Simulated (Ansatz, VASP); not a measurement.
**PtS2: VASP beside Ansatz**

The input POSCAR:

```
PtS2
1.0
    1.7644429032      1.0187015851      5.5230462059
   -1.7644429032      1.0187015851      5.5230462059
    0.0000000000     -2.0374031703      5.5230462059
Pt S
1 2
Direct
    0.0000000000      0.0000000000      0.0000000000
    0.2583047869      0.2583047869      0.2583047869
    0.7416952131      0.7416952131      0.7416952131
```

The input INCAR.step1:

```
PREC = Accurate
ENCUT = 520
ISMEAR = 0
SIGMA = 0.01
LREAL = F
LASPH = T
NELM = 80
NBANDS = 18
GGA = PE
ALGO = Normal
EDIFF = 1E-4
LWAVE = T
LCHARG = F
```

INCAR.step2

```
PREC = Accurate
ENCUT = 520
EDIFF = 1E-6
ISMEAR = 0
SIGMA = 0.01
LREAL = F
LASPH = T
NELM = 80
ALGO = Normal
ISIF = 2
LWAVE = F
LCHARG = T
METAGGA = R2SCAN
LMIXTAU = T
LELF = T
LVHAR = T
NBANDS = 18
ISTART = 1
```

File KPOINTS:

```
Automatic mesh
0
Gamma
  8 8 8
```

Input for Ansatz:

```yaml
crystal:
  lattice:
    - [1.7644429032, 1.0187015851, 5.5230462059]
    - [-1.7644429032, 1.0187015851, 5.5230462059]
    - [0.0, -2.0374031703, 5.5230462059]
  atoms:
    - { symbol: Pt, position: [0.0, 0.0, 0.0] }
    - { symbol: S, position: [0.2583047869, 0.2583047869, 0.2583047869] }
    - { symbol: S, position: [0.7416952131, 0.7416952131, 0.7416952131] }
kpoints:
  mp_grid: { grid: [8, 8, 8] }
hamiltonian:
  xc: r2scan
scf:
  occupations: { method: fixed }
output:
  optics: { e_range: [0, 12], de: 0.05, sigma: 0.1, bands: auto }
```

Alike in both runs: task single point; functional r2SCAN; k mesh 8 × 8 × 8; no spin polarisation.

```csv
,VASP,Ansatz
version,VASP 6.6.1,Ansatz 0.2.0
potentials or method,"VASP PAW PBE potentials, release 64 (Pt, S)","plane waves, PAW"
plane-wave cutoff (eV),520,500
occupations,"gaussian, width 0.01 eV",fixed
valence electrons in the cell,22,30
```

Ansatz gave:

| Quantity | Value |
| --- | --- |
| gap on the k mesh at the Fermi level (eV) | 1.22 |

**Question.** What did VASP give for the same quantities?

**Answer.** gap on the k mesh at the Fermi level (eV): 1.21.

VASP's potentials were made for PBE, not for r2SCAN. VASP's potentials hold 22 valence electrons a cell and Ansatz's 30, so a difference there can come from the potentials and not from the codes.

Neither program's run includes spin-orbit coupling.
